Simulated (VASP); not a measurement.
# Co (Fd-3m) in VASP: notebook

Co is run at these levels: PBEsol; tasks: single point.

Everything below comes from runs of VASP 6.6.1. Logs are shortened: lines on timing, memory, paths and dates and some standing lists are left out, and cuts for length are marked.

**1. The cell of the first run**

The structure is cubic, space group Fd-3m (No. 227). Conventional cell: a = 4.850 Å, b = 4.850 Å, c = 4.850 Å, α = 90.00°, β = 90.00°, γ = 90.00°. Co (site symmetry -43m) has 4 Co at 2.10 Å within 2.8 Å.

**2. Single point, PBEsol, collinear spin, antiferromagnetic start**

Input file INCAR:

```
SYSTEM = Co
ALGO = Normal
EDIFF = 1E-6
ENCUT = 520
GGA = PS
ISIF = 2
ISMEAR = -1
ISPIN = 2
LASPH = .True.
LCHARG = .False.
LMAXMIX = 4
LORBIT = 11
LREAL = .False.
LWAVE = .False.
MAGMOM = 1.7 -1.7
NBANDS = 20
NELM = 150
PREC = Accurate
SIGMA = 0.05
```

Input file KPOINTS:

```
k-points
0
Gamma
  11 11 11
  0 0 0
```

Input file POSCAR:

```
Co
1.0
    0.0000000000      2.4251760028      2.4251760028
    2.4251760028      0.0000000000      2.4251760028
    2.4251760028      2.4251760028      0.0000000000
Co
2
Direct
    0.1250000000      0.1250000000      0.1250000000
    0.8750000000      0.8750000000      0.8750000000
```

Potentials or basis: VASP PAW PBE potentials, release 64 (Co).

Launch:

```sh
$ cat potpaw_PBE.64/Co/POTCAR > POTCAR
$ mpirun -np 1 vasp_std > vasp.out
```

OUTCAR:

```text
SYSTEM = Co
   EDIFF = 1E-6
   ENCUT = 520
   GGA = PS
   ISIF = 2
   ISMEAR = -1
   ISPIN = 2
   LASPH = .True.
   LORBIT = 11
   LREAL = .False.
   NELM = 150
   PREC = Accurate

 ion  position               nearest neighbor table
   1  0.125  0.125  0.125-   2 2.10   2 2.10   2 2.10   2 2.10
   2  0.875  0.875  0.875-   1 2.10   1 2.10   1 2.10   1 2.10

  LATTYP: Found a face centered cubic cell.
 ALAT       =     4.8503520056

  Lattice vectors:

 A1 = (   0.0000000000,   2.4251760028,   2.4251760028)
 A2 = (   2.4251760028,   0.0000000000,   2.4251760028)
 A3 = (   2.4251760028,   2.4251760028,   0.0000000000)

Analysis of symmetry for initial positions (statically):
=====================================================================
 Subroutine PRICEL returns:
 Original cell was already a primitive cell.

 Routine SETGRP: Setting up the symmetry group for a
 face centered cubic supercell.

 Subroutine GETGRP returns: Found 48 space group operations
 (whereof 12 operations were pure point group operations)
 out of a pool of 48 trial point group operations.

The static configuration has the point symmetry D_3d.
 The point group associated with its full space group is O_h .

Analysis of symmetry for dynamics (positions and initial velocities):
=====================================================================
 Subroutine PRICEL returns:
 Original cell was already a primitive cell.

 Routine SETGRP: Setting up the symmetry group for a
 face centered cubic supercell.

 Subroutine GETGRP returns: Found 48 space group operations
 (whereof 12 operations were pure point group operations)
 out of a pool of 48 trial point group operations.

The dynamic configuration has the point symmetry D_3d.
 The point group associated with its full space group is O_h .

Analysis of structural, dynamic, and magnetic symmetry:
=====================================================================
 Subroutine PRICEL returns:
 Original cell was already a primitive cell.

 Routine SETGRP: Setting up the symmetry group for a
 face centered cubic supercell.

 Subroutine GETGRP returns: Found 48 space group operations
 (whereof 12 operations were pure point group operations)
 out of a pool of 48 trial point group operations.

The overall configuration has the point symmetry D_3d.
 The point group associated with its full space group is O_h .

 Subroutine INISYM returns: Found 48 space group operations
 (whereof 12 operations are pure point group operations),
 and found     1 'primitive' translations

----------------------------------------------------------------------------------------

                                     Primitive cell

  volume of cell :      28.5272

  direct lattice vectors                    reciprocal lattice vectors
     0.000000000  2.425176003  2.425176003    -0.206170603  0.206170603  0.206170603
     2.425176003  0.000000000  2.425176003     0.206170603 -0.206170603  0.206170603
     2.425176003  2.425176003  0.000000000     0.206170603  0.206170603 -0.206170603

  length of vectors
     3.429716794  3.429716794  3.429716794     0.357097960  0.357097960  0.357097960

  position of ions in fractional coordinates (direct lattice)
     0.125000000  0.125000000  0.125000000
     0.875000000  0.875000000  0.875000000

  ion indices of the primitive-cell ions
   primitive index   ion index
                 1           1
                 2           2

----------------------------------------------------------------------------------------

 KPOINTS: k-points

Automatic generation of k-mesh.
 Grid dimensions read from file:
 generate k-points for:   11   11   11

 Generating k-lattice:

  Cartesian coordinates                     Fractional coordinates (reciprocal lattice)
    -0.018742782  0.018742782  0.018742782     0.090909091  0.000000000  0.000000000
     0.018742782 -0.018742782  0.018742782     0.000000000  0.090909091  0.000000000
     0.018742782  0.018742782 -0.018742782     0.000000000  0.000000000  0.090909091

  Length of vectors
     0.032463451  0.032463451  0.032463451

  Shift w.r.t. Gamma in fractional coordinates (k-lattice)
     0.000000000  0.000000000  0.000000000

 Subroutine IBZKPT returns following result:
 ===========================================

 Found     56 irreducible k-points:

 Following reciprocal coordinates:
            Coordinates               Weight
  0.000000  0.000000  0.000000      1.000000
  0.090909  0.000000  0.000000      8.000000
  0.181818  0.000000  0.000000      8.000000
  0.272727  0.000000  0.000000      8.000000
  0.363636  0.000000  0.000000      8.000000
  0.454545  0.000000  0.000000      8.000000
[... 16 lines left out ...]
 -0.272727  0.181818  0.000000     24.000000
 -0.181818  0.181818  0.000000     12.000000
 [... further k-points ...]
   k-points           NKPTS =     56   k-points in BZ     NKDIM =     56   number of bands    NBANDS=     20
   number of dos      NEDOS =    301   number of ions     NIONS =      2
   total plane-waves  NPLWV =  21952
   dimension x,y,z NGX =    28 NGY =   28 NGZ =   28
   dimension x,y,z NGXF=    56 NGYF=   56 NGZF=   56
   ions per type =               2
   NGX,Y,Z   is equivalent  to a cutoff of  13.57, 13.57, 13.57 a.u.
   NGXF,Y,Z  is equivalent  to a cutoff of  27.14, 27.14, 27.14 a.u.
 SYSTEM =  Co
   PREC   = accura    normal or accurate (medium, high low for compatibility)
   ISTART =      0    job   : 0-new  1-cont  2-samecut
   ICHARG =      2    charge: 1-file 2-atom 10-const
   ISPIN  =      2    spin polarized calculation?
   LNONCOLLINEAR =      F non collinear calculations
   LSORBIT =      F    spin-orbit coupling
   LASPH  =      T    aspherical Exc in radial PAW
   ENCUT  =  520.0 eV  38.22 Ry    6.18 a.u.   6.38  6.38  6.38*2*pi/ulx,y,z
   NELM   =    150;   NELMIN=  2; NELMDL= -5     # of ELM steps
   EDIFF  = 0.1E-05   stopping-criterion for ELM
   LREAL  =      F    real-space projection
   EDIFFG = 0.1E-04   stopping-criterion for IOM
   NSW    =      0    number of steps for IOM
   IBRION =     -1    ionic relax: 0-MD 1-quasi-New 2-CG
   NFREE  =      0    steps in history (QN), initial steepest desc. (CG)
   ISIF   =      2    stress and relaxation
   ISYM   =      2    0-nonsym 1-usesym 2-fastsym
   POTIM  = 0.5000    time-step for ionic-motion
   TEBEG  =    0.0;   TEEND  =   0.0 temperature during run
   PSTRESS=    0.0 pullay stress
   NELECT =      18.0000    total number of electrons
   NUPDOWN=      -1.0000    fix difference up-down
   EMIN   =  10.00;   EMAX   =-10.00  energy-range for DOS
   EFERMI =   0.00;   METHOD = LEGACY
   ISMEAR =    -1;   SIGMA  =   0.05  broadening in eV -4-tet -1-fermi 0-gaus
   EFERMI_NEDOS =   21; number of points for ismear=-14 and -15
   IALGO  =     38    algorithm
   IMIX   =      4    mixing-type and parameters
     AMIX     =   0.40;   BMIX     =  1.00
     AMIX_MAG =   1.60;   BMIX_MAG =  1.00
  volume/ion in A,a.u.               =      14.26        96.26
  Fermi-wavevector in a.u.,A,eV,Ry     =   1.404146  2.653452 26.825617  1.971627
  Thomas-Fermi vector in A             =   2.526737
   LORBIT       =     11    0 simple, 1 ext, 2 COOP (PROOUT), +10 PAW based schemes
   GGA     = PS    functional components
   LHFCALC =     F    Hartree Fock is set to
   AEXX    =    0.0000 exact exchange contribution
   IVDW    =     0    specifies the selected vdW correction
   LEPSILON=     F    determine dielectric tensor
   LRPA    =     F    only Hartree local field effects (RPA)
 spin polarized calculation
  energy-cutoff  :      520.00
  volume of cell :       28.53
 maximum number of plane-waves:       785
 NGX is ok and might be reduce to    28
   NGX = 13   NGY = 13   NGZ = 13

 number of electron      17.9999999 magnetization      -0.0000000

 number of electron      17.9999999 magnetization       0.0000000

 Free energy of the ion-electron system (eV)
  ---------------------------------------------------
  ext. energy  EPLUGINS =         0.00000000
  ---------------------------------------------------
  free energy    TOTEN  =       -12.65240619 eV

  energy without entropy =      -12.61815491  energy(sigma->0) =      -12.63528055

 E-fermi :   6.6564     XC(G=0): -11.7565

 val. band max:        6.6537048320   @ k =   0.4545   0.2727   0.0000
 cond. band min:       6.6722724027   @ k =  -0.2727   0.2727   0.0000
 fundamental gap:      0.0185675707
 Fermi energy:         6.6564342242

 spin component 1

 k-point     1 :       0.0000    0.0000    0.0000
  band No.  band energies     occupation
      1      -0.5059      1.00000
      2       3.4422      1.00000
      3       3.4422      1.00000
      4       3.6215      1.00000
      5       3.6215      1.00000
      6       3.6215      1.00000
[... 12 lines left out ...]
     19      23.1510      0.00000
     20      24.8694      0.00000
[... 507 lines left out ...]
 k-point    24 :      -0.1818    0.1818    0.0000
  band No.  band energies     occupation
      1       1.1696      1.00000
      2       3.0686      1.00000
      3       3.4615      1.00000
      4       3.6059      1.00000
      5       3.8941      1.00000
      6       4.3149      1.00000
[... 12 lines left out ...]
     19      24.2069      0.00000
     20      27.2464      0.00000

 [... further k-points ...]

 spin component 2

 k-point     1 :       0.0000    0.0000    0.0000
  band No.  band energies     occupation
      1      -0.5059      1.00000
      2       3.4422      1.00000
      3       3.4422      1.00000
      4       3.6215      1.00000
      5       3.6215      1.00000
      6       3.6215      1.00000
[... 12 lines left out ...]
     19      23.1510      0.00000
     20      24.8694      0.00000
[... 507 lines left out ...]
 k-point    24 :      -0.1818    0.1818    0.0000
  band No.  band energies     occupation
      1       1.1696      1.00000
      2       3.0686      1.00000
      3       3.4615      1.00000
      4       3.6059      1.00000
      5       3.8941      1.00000
      6       4.3149      1.00000
[... 12 lines left out ...]
     19      24.2069      0.00000
     20      27.2464      0.00000

 [... further k-points ...]
[... 5 lines left out ...]
  --------------------------------------------------------------------------------------
  -------------------------------------------------------------------------------------
  Total       -0.3647042     -0.3647042     -0.3647042      0.0000000      0.0000000     -0.0000000
  in kB      -20.4829079    -20.4829079    -20.4829079      0.0000000      0.0000000     -0.0000000
  external PRESSURE =     -20.4829079 kB  Pullay stress =       0.0000000 kB

 VOLUME and BASIS-vectors are now :
 -----------------------------------------------------------------------------
  energy-cutoff  :      520.00
  volume of cell :       28.53
      direct lattice vectors                 reciprocal lattice vectors
     0.000000000  2.425176003  2.425176003    -0.206170603  0.206170603  0.206170603
     2.425176003  0.000000000  2.425176003     0.206170603 -0.206170603  0.206170603
     2.425176003  2.425176003  0.000000000     0.206170603  0.206170603 -0.206170603

 POSITION                                       TOTAL-FORCE (eV/Angst)
 -----------------------------------------------------------------------------------
      0.60629      0.60629      0.60629        -0.000000     -0.000000     -0.000000
      4.24406      4.24406      4.24406         0.000000      0.000000      0.000000
 -----------------------------------------------------------------------------------
    total drift:                                0.000000      0.000000     -0.000000

  FREE ENERGIE OF THE ION-ELECTRON SYSTEM (eV)
  ---------------------------------------------------
  free  energy   TOTEN  =       -12.6524061869 eV

  energy  without entropy=      -12.6181549067  energy(sigma->0) =      -12.63528055

 total charge

# of ion       s       p       d       tot
------------------------------------------
    1        0.569   0.437   7.389   8.395
    2        0.569   0.437   7.389   8.395
--------------------------------------------------
tot          1.139   0.873  14.777  16.789

 magnetization (x)

# of ion       s       p       d       tot
------------------------------------------
    1        0.000   0.000   0.000   0.000
    2       -0.000  -0.000  -0.000  -0.000
--------------------------------------------------
tot          0.000   0.000   0.000   0.000
```

It took 84 s on 1 thread of Intel Xeon Platinum 8259CL at 2.50GHz (Skylake/Cascade Lake), shared host; peak memory 0.19 GiB.

Results:

| Property | Result |
| --- | --- |
| Free energy | -12.6524 eV |
| Pressure | -2.0 GPa |
| Band gap on the k mesh | zero (filled and empty bands overlap) |
| Net moment | 0.00 μB per cell |
| Valence electrons inside the program's atomic spheres | Co 8.39 |

Caveat: the starting moments collapsed, and a magnetic state may lie lower; the PAW data sets were made with another functional, which shifts forces and pressure a little.

**3. Single point, PBEsol, collinear spin, ferromagnetic start (volume scaled by 0.88)**

Input file INCAR:

```
PREC = Accurate
ENCUT = 520
EDIFF = 1E-6
ISMEAR = -1
SIGMA = 0.05
LREAL = F
LASPH = T
NELM = 150
ALGO = Normal
ISIF = 2
LWAVE = F
LCHARG = F
ISPIN = 2
MAGMOM = -0.337 -0.337
LORBIT = 11
LMAXMIX = 4
GGA = PS
NBANDS = 20
```

Input file KPOINTS:

```
regular mesh
0
Gamma
  13 13 13
```

Input file POSCAR:

```
Co
1.0
    0.0000000000      2.3240072913      2.3240072913
    2.3240072913      0.0000000000      2.3240072913
    2.3240072913      2.3240072913      0.0000000000
Co
2
Direct
    0.1250000000      0.1250000000      0.1250000000
    0.8750000000      0.8750000000      0.8750000000
```

Potentials or basis: VASP PAW PBE potentials, release 64 (Co).

Launch:

```sh
$ cat potpaw_PBE.64/Co/POTCAR > POTCAR
$ mpirun -np 1 vasp_std > vasp.out
```

Run time: 79 s. Hardware: 1 thread of Intel Xeon Platinum 8259CL at 2.50GHz (Skylake/Cascade Lake), shared host; peak memory 0.19 GiB.

It converged, with:

- Free energy: -12.4707 eV
- Pressure: 21.6 GPa
- Band gap on the k mesh: zero (filled and empty bands overlap)
- Net moment: 0.00 μB per cell
- Valence electrons inside the program's atomic spheres: Co 8.63

Levels at points of the mesh, in eV from the Fermi level:
Spin up:
```tsv
k point	band 5	band 6	band 7	band 8	band 9	band 10	band 11	band 12	band 13	band 14
(0.00, 0.00, 0.00)	-3.53	-3.53	-1.33	-1.33	-1.33	0.39	0.39	14.96	14.96	14.96
```
Spin down:
| k point | band 5 | band 6 | band 7 | band 8 | band 9 | band 10 | band 11 | band 12 | band 13 | band 14 |
| --- | --- | --- | --- | --- | --- | --- | --- | --- | --- | --- |
| (0.00, 0.00, 0.00) | -3.53 | -3.53 | -1.33 | -1.33 | -1.33 | 0.39 | 0.39 | 14.96 | 14.96 | 14.96 |

Caveat: the PAW data sets were made with another functional, which shifts forces and pressure a little.
